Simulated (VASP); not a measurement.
A run of VASP 6.6.1 is set up as follows.

File INCAR:

```
PREC = Accurate ; ENCUT = 520
EDIFF = 1E-6 ; ISMEAR = 0
SIGMA = 0.05 ; LREAL = F
LASPH = T ; NELM = 150
ALGO = Normal ; ISIF = 2
LWAVE = F ; LCHARG = F
ISPIN = 2 ; MAGMOM = 3 3
LORBIT = 11 ; LMAXMIX = 6
GGA = PE ; NBANDS = 25
```

File KPOINTS:

```
regular mesh
0
Gamma
  6 6 4
```

POSCAR

```
Nd
1.0
    3.6689622399      0.0000000000      0.0000000000
   -1.8344811199      3.1774145052      0.0000000000
    0.0000000000      0.0000000000      5.9064298441
Nd
2
Direct
    0.3333333333      0.6666666667      0.7500000000
    0.6666666667      0.3333333333      0.2500000000
```

Potentials or basis: VASP PAW PBE potentials, release 64 (Nd).

Run with:

```console
$ cat potpaw_PBE.64/Nd/POTCAR > POTCAR
$ mpirun -np 1 vasp_std > vasp.out
```

**Question.** Predict the net moment.

**Answer.** 8.22 μB per cell.

**Question.** What does it give for the site moments?

**Answer.** Nd +3.36 μB.

**Question.** What does it give for the pressure?

**Answer.** -0.3 GPa.

Stress tensor (GPa, compression positive):
```
 0.01  0.00  0.00
 0.00  0.01  0.00
 0.00  0.00 -0.80
```

Caveat: the magnetic or orbital state may not be the lowest. The state reached can hang on the start; a lower one may exist.
